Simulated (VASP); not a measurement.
Write the native input for VASP 6.6.1 that does the following.

```
Task                   : relaxation of cell and atoms
Functional             : PBEsol
Potentials or basis    : VASP PAW PBE potentials, release 64 (I)
Cutoff                 : 600 eV
k mesh                 : 12 × 12 × 12
Occupations            : fermi-dirac, width 0.1 eV
Spin                   : no spin polarisation
Target pressure        : 120 GPa
Dipole correction      : no
Further INCAR settings : ALGO = Normal; EDIFF = 1e-06; IBRION = 2; EDIFFG = -0.005; NSW = 60; ISIF = 3
```

The structure of I lies in POSCAR:

```
I
1.0
    0.0000000000      2.5888416666      2.5888416666
    2.5888416666      0.0000000000      2.5888416666
    2.5888416666      2.5888416666      0.0000000000
I
2
Direct
   -0.1250000000     -0.1250000000     -0.1250000000
    0.1250000000      0.1250000000      0.1250000000
```

One way to write it, as run:

INCAR

```
PREC = Accurate
ENCUT = 600
EDIFF = 1E-6
ISMEAR = -1
SIGMA = 0.1
LREAL = F
LASPH = T
NELM = 100
ALGO = Normal
ISIF = 3
LWAVE = F
LCHARG = F
GGA = PS
IBRION = 2
NSW = 60
EDIFFG = -0.005
PSTRESS = 1200.0
```

KPOINTS

```
regular mesh
0
Gamma
  12 12 12
```

Potentials or basis: VASP PAW PBE potentials, release 64 (I).

Command:

```sh
$ cat potpaw_PBE.64/I/POTCAR > POTCAR
$ mpirun -np 1 vasp_std > vasp.out
```

Results of the run:

The relaxed volume is 21.16 Å³/atom and the relaxed cell is a = 3.912 Å, b = 3.912 Å, c = 3.912 Å, α = 60.00°, β = 60.00°, γ = 60.00°. The space group after relaxing (to 0.1 Å) is Fd-3m (No. 227), the energy change on relaxing (the run minimises the enthalpy) is -3978.9 meV/atom and the ionic steps are 8. The pressure after relaxing is 120.0 GPa and the band gap on the k mesh is zero (bands 7 and 8 overlap by 6.95 eV).

Caveat: the cell is relaxed towards a set pressure, so the run minimises the enthalpy, not the energy; the volume moved by over 15 % at a fixed basis, so the end points are rough; the PAW data sets were made with another functional, which shifts forces and pressure a little; spin-orbit coupling is left out, which moves the levels of the heavy elements.

Wall time 4.8 min on 1 thread of Intel Xeon 8259CL (shared host), peak memory 0.19 GiB.
